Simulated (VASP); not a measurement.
# As (Fm-3m) in VASP: single point with PBEsol

Aim: the single point of As with PBEsol.

Program: VASP 6.6.1. These are calculated values, not measurements. Logs are shortened: lines on timing, memory, paths and dates and some standing lists are left out, and cuts for length are marked.

### Step 1. The cell of the first run

It takes space group Fm-3m (No. 225, cubic). The conventional cell has a = 4.203 Å, b = 4.203 Å, c = 4.203 Å, α = 90.00°, β = 90.00°, γ = 90.00°. As (site symmetry m-3m) has 12 As at 2.97 Å within 3.9 Å.

### Step 2. Single point, PBEsol

File INCAR:

```
PREC     = Accurate       # precision mode
ENCUT    = 500            # plane-wave cutoff, eV
EDIFF    = 1E-6           # SCF threshold, eV
ISMEAR   = -1             # smearing method
SIGMA    = 0.13605693000000002 # smearing width, eV
LREAL    = False          # projectors in reciprocal space
LASPH    = True           # aspherical terms in the spheres
NELM     = 120            # most SCF steps
ALGO     = Normal         # electronic algorithm
ISIF     = 2              # what is computed and relaxed
LWAVE    = False          # write WAVECAR
LCHARG   = False          # write CHGCAR
GGA      = PS             # functional
NBANDS   = 8              # bands
GGA_COMPAT= False
```

File KPOINTS:

```
Automatic mesh
0
Gamma
  13 13 13
```

File POSCAR:

```
As
1.0
    0.0000000000      2.1013219190      2.1013219190
    2.1013219190      0.0000000000      2.1013219190
    2.1013219190      2.1013219190      0.0000000000
As
1
Direct
    0.0000000000      0.0000000000      0.0000000000
```

Potentials or basis: VASP PAW PBE potentials, release 64 (As).

Command:

```sh
cat potpaw_PBE.64/As/POTCAR > POTCAR
mpirun -np 1 vasp_std > vasp.out
```

OUTCAR:

```text
PREC = Accurate
   ENCUT = 500
   EDIFF = 1E-6
   ISMEAR = -1
   LREAL = False
   LASPH = True
   NELM = 120
   ISIF = 2
   GGA = PS

 ion  position               nearest neighbor table
   1  0.000  0.000  0.000-

  LATTYP: Found a face centered cubic cell.
 ALAT       =     4.2026438380

  Lattice vectors:

 A1 = (   0.0000000000,   2.1013219190,   2.1013219190)
 A2 = (   2.1013219190,   0.0000000000,   2.1013219190)
 A3 = (   2.1013219190,   2.1013219190,   0.0000000000)

Analysis of symmetry for initial positions (statically):
=====================================================================
 Subroutine PRICEL returns:
 Original cell was already a primitive cell.

 Routine SETGRP: Setting up the symmetry group for a
 face centered cubic supercell.

 Subroutine GETGRP returns: Found 48 space group operations
[... 9 lines left out ...]

 Routine SETGRP: Setting up the symmetry group for a
 face centered cubic supercell.

 Subroutine GETGRP returns: Found 48 space group operations
[... 11 lines left out ...]
                                     Primitive cell

  volume of cell :      18.5570

  direct lattice vectors                    reciprocal lattice vectors
     0.000000000  2.101321919  2.101321919    -0.237945455  0.237945455  0.237945455
     2.101321919  0.000000000  2.101321919     0.237945455 -0.237945455  0.237945455
     2.101321919  2.101321919  0.000000000     0.237945455  0.237945455 -0.237945455

  length of vectors
     2.971717957  2.971717957  2.971717957     0.412133617  0.412133617  0.412133617

  position of ions in fractional coordinates (direct lattice)
     0.000000000  0.000000000  0.000000000

  ion indices of the primitive-cell ions
   primitive index   ion index
                 1           1

----------------------------------------------------------------------------------------

 KPOINTS: Automatic mesh

Automatic generation of k-mesh.
 Grid dimensions read from file:
 generate k-points for:   13   13   13

 Generating k-lattice:

  Cartesian coordinates                     Fractional coordinates (reciprocal lattice)
    -0.018303497  0.018303497  0.018303497     0.076923077  0.000000000  0.000000000
     0.018303497 -0.018303497  0.018303497     0.000000000  0.076923077  0.000000000
     0.018303497  0.018303497 -0.018303497     0.000000000  0.000000000  0.076923077

  Length of vectors
     0.031702586  0.031702586  0.031702586

  Shift w.r.t. Gamma in fractional coordinates (k-lattice)
[... 46 lines left out ...]
   ISPIN  =      1    spin polarized calculation?
   LNONCOLLINEAR =      F non collinear calculations
   LSORBIT =      F    spin-orbit coupling
   LASPH  =      T    aspherical Exc in radial PAW
   ENCUT  =  500.0 eV  36.75 Ry    6.06 a.u.   5.42  5.42  5.42*2*pi/ulx,y,z
   NELM   =    120;   NELMIN=  2; NELMDL= -5     # of ELM steps
   EDIFF  = 0.1E-05   stopping-criterion for ELM
   LREAL  =      F    real-space projection
   EDIFFG = 0.1E-04   stopping-criterion for IOM
   NSW    =      0    number of steps for IOM
   IBRION =     -1    ionic relax: 0-MD 1-quasi-New 2-CG
   NFREE  =      0    steps in history (QN), initial steepest desc. (CG)
   ISIF   =      2    stress and relaxation
   ISYM   =      2    0-nonsym 1-usesym 2-fastsym
   POTIM  = 0.5000    time-step for ionic-motion
   TEBEG  =    0.0;   TEEND  =   0.0 temperature during run
   PSTRESS=    0.0 pullay stress
   NELECT =       5.0000    total number of electrons
   NUPDOWN=      -1.0000    fix difference up-down
   EMIN   =  10.00;   EMAX   =-10.00  energy-range for DOS
   EFERMI =   0.00;   METHOD = LEGACY
   ISMEAR =    -1;   SIGMA  =   0.14  broadening in eV -4-tet -1-fermi 0-gaus
   EFERMI_NEDOS =   21; number of points for ismear=-14 and -15
   IALGO  =     38    algorithm
   IMIX   =      4    mixing-type and parameters
     AMIX     =   0.40;   BMIX     =  1.00
     AMIX_MAG =   1.60;   BMIX_MAG =  1.00
  volume/ion in A,a.u.               =      18.56       125.23
  Fermi-wavevector in a.u.,A,eV,Ry     =   1.057375  1.998148 15.211874  1.118041
  Thomas-Fermi vector in A             =   2.192645
   LORBIT       =      0    0 simple, 1 ext, 2 COOP (PROOUT), +10 PAW based schemes
   GGA     = PS    functional components
   LHFCALC =     F    Hartree Fock is set to
   AEXX    =    0.0000 exact exchange contribution
   IVDW    =     0    specifies the selected vdW correction
   LEPSILON=     F    determine dielectric tensor
   LRPA    =     F    only Hartree local field effects (RPA)
 non-spin polarized calculation
  energy-cutoff  :      500.00
  volume of cell :       18.56
 maximum number of plane-waves:       495
 NGX is ok and might be reduce to    24
   NGX = 11   NGY = 11   NGZ = 11

 number of electron       5.0000000 magnetization

 Free energy of the ion-electron system (eV)
  ---------------------------------------------------
  ext. energy  EPLUGINS =         0.00000000
  ---------------------------------------------------
  free energy    TOTEN  =        -4.64000589 eV

  energy without entropy =       -4.60129457  energy(sigma->0) =       -4.62065023

 E-fermi :   6.6985     XC(G=0): -10.9831

 val. band max:        6.6609868334   @ k =   0.4615   0.2308   0.0000
 cond. band min:       6.7256618821   @ k =  -0.3846   0.4615   0.0769
 fundamental gap:      0.0646750487
 Fermi energy:         6.6984588329

 k-point     1 :       0.0000    0.0000    0.0000
  band No.  band energies     occupation
      1      -8.6762      2.00000
      2      12.6898      0.00000
      3      12.6898      0.00000
      4      12.6898      0.00000
      5      19.1767      0.00000
      6      19.1767      0.00000
      7      19.1767      0.00000
      8      21.1613      0.00000
[... 243 lines left out ...]
 k-point    24 :       0.4615    0.1538    0.0000
  band No.  band energies     occupation
      1      -4.4583      2.00000
      2       1.4324      2.00000
      3       8.3933      0.00001
      4       9.6072      0.00000
      5      15.1128      0.00000
      6      19.6701      0.00000
      7      20.6604      0.00000
      8      23.5576      0.00000

 [... further k-points ...]
[... 5 lines left out ...]
  --------------------------------------------------------------------------------------
  -------------------------------------------------------------------------------------
  Total       -0.0361100     -0.0361100     -0.0361100     -0.0000000     -0.0000000      0.0000000
  in kB       -3.1176730     -3.1176730     -3.1176730     -0.0000000     -0.0000000      0.0000000
  external PRESSURE =      -3.1176730 kB  Pullay stress =       0.0000000 kB

 VOLUME and BASIS-vectors are now :
 -----------------------------------------------------------------------------
  energy-cutoff  :      500.00
  volume of cell :       18.56
      direct lattice vectors                 reciprocal lattice vectors
     0.000000000  2.101321919  2.101321919    -0.237945455  0.237945455  0.237945455
     2.101321919  0.000000000  2.101321919     0.237945455 -0.237945455  0.237945455
     2.101321919  2.101321919  0.000000000     0.237945455  0.237945455 -0.237945455

 POSITION                                       TOTAL-FORCE (eV/Angst)
 -----------------------------------------------------------------------------------
      0.00000      0.00000      0.00000         0.000000      0.000000      0.000000
 -----------------------------------------------------------------------------------
    total drift:                                0.000000     -0.000000     -0.000000

  FREE ENERGIE OF THE ION-ELECTRON SYSTEM (eV)
  ---------------------------------------------------
  free  energy   TOTEN  =        -4.6400058913 eV

  energy  without entropy=       -4.6012945699  energy(sigma->0) =       -4.62065023
```

OSZICAR:

```text
N       E                     dE             d eps       ncg     rms          rms(c)
DAV:   1     0.130029623966E+01    0.13003E+01   -0.20485E+03  1368   0.455E+02
DAV:   2    -0.459136909841E+01   -0.58917E+01   -0.56818E+01  1880   0.469E+01
DAV:   3    -0.464775666154E+01   -0.56388E-01   -0.56259E-01  1512   0.484E+00
DAV:   4    -0.464780099003E+01   -0.44328E-04   -0.44330E-04  2112   0.152E-01
DAV:   5    -0.464780099851E+01   -0.84844E-08   -0.75837E-08  1584   0.128E-03    0.206E+00
DAV:   6    -0.464254058555E+01    0.52604E-02   -0.27733E-03  1568   0.250E-01    0.120E+00
DAV:   7    -0.464001020055E+01    0.25304E-02   -0.50004E-03  1496   0.335E-01    0.471E-02
DAV:   8    -0.464000595906E+01    0.42415E-05   -0.30765E-05  1704   0.423E-02    0.560E-03
DAV:   9    -0.464000589131E+01    0.67747E-07   -0.27345E-07  1880   0.358E-03
   1 F= -.46400059E+01 E0= -.46206502E+01  d E =-.387113E-01
```

stdout:

```text
POSCAR found type information on POSCAR As
 POSCAR found :  1 types and       1 ions
 scaLAPACK will be used
 -----------------------------------------------------------------------------
|                                                                             |
|                                                                             |
|     You enforced a specific xc type in the INCAR file but a different       |
|     I HOPE YOU KNOW WHAT YOU ARE DOING!                                     |
|                                                                             |
 -----------------------------------------------------------------------------

 LDA part: xc-table for (Slater+PW92), standard interpolation
 POSCAR, INCAR and KPOINTS ok, starting setup
 FFT: planning ... GRIDC
 FFT: planning ... GRID_SOFT
 FFT: planning ... GRID
 WAVECAR not read
 entering main loop
```

Run time: 7.5 s. Hardware: 1 thread of Intel Xeon Platinum 8259CL at 2.50GHz (Skylake/Cascade Lake), shared host; peak memory 0.14 GiB.

What came out:

| Property | Result |
| --- | --- |
| Free energy | -4.6400 eV |
| Pressure | -0.3 GPa |

Levels at points of the mesh, in eV from the Fermi level:
```tsv
k point	band 1	band 2	band 3	band 4	band 5
(0.00, 0.00, 0.00)	-15.37	5.99	5.99	5.99	12.48
```

Caveat: the PAW data sets were made with another functional, which shifts forces and pressure a little.
